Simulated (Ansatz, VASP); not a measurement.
**LiF: VASP beside Ansatz**

File INCAR:

```
SYSTEM = LiF
PREC = Accurate ; ENCUT = 520
EDIFF = 1E-7 ; ISMEAR = 0
SIGMA = 0.05 ; LREAL = .False.
LASPH = .True. ; NELM = 60
ALGO = Normal ; ISIF = 2
LWAVE = .False. ; LCHARG = .True.
GGA = PE ; LELF = .True.
LVHAR = .True. ; NBANDS = 12
```

KPOINTS

```
regular mesh
0
Gamma
  10 10 10
  0 0 0
```

Contents of POSCAR:

```
LiF
1.0
    0.0000000000      2.0140000000      2.0140000000
    2.0140000000      0.0000000000      2.0140000000
    2.0140000000      2.0140000000      0.0000000000
Li F
1 1
Direct
   -0.0465491559     -0.0465491559      0.0465491559
    0.5000000000      0.5000000000      0.5000000000
```

Input for Ansatz:

```yaml
crystal:
  lattice:
    - [0.0, 2.014, 2.014]
    - [2.014, 0.0, 2.014]
    - [2.014, 2.014, 0.0]
  atoms:
    - { symbol: Li, position: [-0.0465491559, -0.0465491559, 0.0465491559] }
    - { symbol: F, position: [0.5, 0.5, 0.5] }
basis:
  ecutwfc: 420
kpoints:
  mp_grid: { grid: [10, 10, 10] }
hamiltonian:
  xc: pbe
scf:
  occupations: { method: gaussian, width: 0.05 }
output:
  forces: true
  stress: true
  eigenvalues: true
  write_density: true
  write_potential: true
  elf: true
  volumetric_format: npy
```

Change from the starting cell: all Li atoms moved +0.188 Å, as atom 1 towards its neighbour atom 2 (F) at 2.014 Å.

Alike in both runs: task single point; functional PBE; k mesh 10 × 10 × 10; occupations gaussian, width 0.05 eV; no spin polarisation.

```csv
,VASP,Ansatz
version,VASP 6.6.1,Ansatz 0.2.0
potentials or method,"VASP PAW PBE potentials, release 64 (Li_sv, F), cutoff 520 eV","scalar-relativistic, plane waves, PAW"
valence electrons in the cell,10,10
```

```tsv
	VASP	Ansatz	Ansatz less VASP
gap on the k mesh at the Fermi level (eV)	9.04	9.04	+0.002
least direct gap on the mesh (eV)	9.04	9.04	+0.002
rms of the force components (eV/Å)	0.248	0.236	-0.0117
```

Atom by atom the forces differ by 0.012 eV/Å (rms over components).

Noted on VASP's run: the cutoff is short for stress, so the pressure is rough.
